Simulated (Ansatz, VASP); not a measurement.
Two plane-wave programs on ZnS

Contents of INCAR:

```
SYSTEM = ZnS
ALGO = Normal ; EDIFF = 1E-7
EDIFFG = -0.002 ; ENCUT = 500
GGA = PS ; GGA_COMPAT = .False.
IBRION = 2 ; ISIF = 3
ISMEAR = -1 ; LASPH = .True.
LCHARG = .False. ; LREAL = .False.
LWAVE = .False. ; NELM = 120
NELMIN = 4 ; NSW = 100
PREC = Accurate ; SIGMA = 0.08
```

KPOINTS

```
k-points
0
Gamma
  12 12 12
  0 0 0
```

Contents of POSCAR:

```
ZnS
1.0
    2.7020000000      2.7020000000      0.0000000000
   -2.7020000000      2.7020000000      0.0000000000
    0.0000000000      2.7020000000      2.7020000000
Zn S
1 1
Direct
    0.7500000000      0.2500000000      0.5000000000
    0.0000000000      0.0000000000      0.0000000000
```

Input for Ansatz:

```yaml
crystal:
  lattice:
    - [2.702, 2.702, 0.0]
    - [-2.702, 2.702, 0.0]
    - [0.0, 2.702, 2.702]
  atoms:
    - { symbol: Zn, position: [0.75, 0.25, 0.5] }
    - { symbol: S, position: [0.0, 0.0, 0.0] }
kpoints:
  mp_grid: { grid: [12, 12, 12] }
scf:
  occupations: { method: fermi_dirac, width: 0.08 }
hamiltonian:
  xc: pbesol
  pseudopotentials: { kind: paw }
relax:
  f_tol: 0.002
  max_steps: 80
  cell: {}
output:
  forces: true
  stress: true
  write_density: true
  write_potential: true
  elf: true
  volumetric_format: npy
```

Alike in both runs: task relaxation of cell and atoms; functional PBEsol; k mesh 12 × 12 × 12; occupations fermi-dirac, width 0.08 eV; no spin polarisation.

|  | VASP | Ansatz |
| --- | --- | --- |
| version | VASP 6.6.1 | Ansatz 0.2.0 |
| potentials or method | VASP PAW PBE potentials, release 64 (Zn, S) | PAW with Ansatz's default frozen-core files, scalar-relativistic |
| plane-wave cutoff (eV) | 500 | 420 |
| valence electrons in the cell | 18 | 18 |

VASP gave:

```
relaxed volume (Å³/atom)                                     : 19.26
relaxed cell length with the largest relative difference (Å) : 3.791
```

Problem. Estimate Ansatz's values.

Solution. Relaxed volume (Å³/atom): 19.20; relaxed cell length with the largest relative difference (Å): 3.787.

VASP's potentials were made for PBE, not for PBEsol.
